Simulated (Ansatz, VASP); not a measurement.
## TiTe2 in VASP and in Ansatz

Contents of INCAR:

```
SYSTEM = TiTe2
PREC = Accurate ; ENCUT = 520
EDIFF = 1E-6 ; ISMEAR = 0
SIGMA = 0.15 ; LREAL = .False.
LASPH = .True. ; NELM = 60
ALGO = Normal ; ISIF = 2
LWAVE = .False. ; LCHARG = .False.
GGA = PE ; IVDW = 12
NBANDS = 19
```

Contents of KPOINTS:

```
Automatic mesh
0
Gamma
  18 18 8
  0 0 0
```

Contents of POSCAR:

```
TiTe2
1.0
    3.8287470560      0.0000000000      0.0000000000
   -1.9143735280      3.3157922151      0.0000000000
    0.0000000000      0.0000000000      6.3235437708
Ti Te
1 2
Direct
    0.0000000000      0.0000000000      0.0000000000
    0.6666666667      0.3333333333      0.2628000000
    0.3333333333      0.6666666667      0.7372000000
```

Input for Ansatz:

```yaml
crystal:
  lattice:
    - [3.828747056, 0.0, 0.0]
    - [-1.914373528, 3.3157922151, 0.0]
    - [0.0, 0.0, 6.3235437708]
  atoms:
    - { symbol: Ti, position: [0.0, 0.0, 0.0] }
    - { symbol: Te, position: [0.6666666667, 0.3333333333, 0.2628] }
    - { symbol: Te, position: [0.3333333333, 0.6666666667, 0.7372] }
basis:
  ecutwfc: 420
kpoints:
  mp_grid: { grid: [18, 18, 8] }
hamiltonian:
  xc: pbe
  dispersion: d3bj
scf:
  occupations: { method: gaussian, width: 0.15 }
output:
  forces: true
  stress: true
  eigenvalues: true
```

Alike in both runs: task single point; functional PBE; dispersion D3(BJ); k mesh 18 × 18 × 8; occupations gaussian, width 0.15 eV; no spin polarisation.

|  | VASP | Ansatz |
| --- | --- | --- |
| version | VASP 6.6.1 | Ansatz 0.2.0 |
| potentials or method | VASP PAW PBE potentials, release 64 (Ti_sv, Te), cutoff 520 eV | scalar-relativistic, plane waves, PAW |
| valence electrons in the cell | 24 | 44 |

```tsv
	VASP	Ansatz	Ansatz less VASP
gap on the k mesh at the Fermi level (eV)	none	none	-
pressure (GPa)	-1.9	-1.8	+0.02
traceless stress, the component that is largest in VASP (GPa)	1.82	1.82	0.000
rms of the force components (eV/Å)	0.086	0.082	-0.0046
```

Atom by atom the forces differ by 0.005 eV/Å (rms over components). A gap of «none» marks a metal or a gap that the smearing closes. VASP's potentials hold 24 valence electrons a cell and Ansatz's 44, so a difference there can come from the potentials and not from the codes.

Spin-orbit coupling is off throughout.
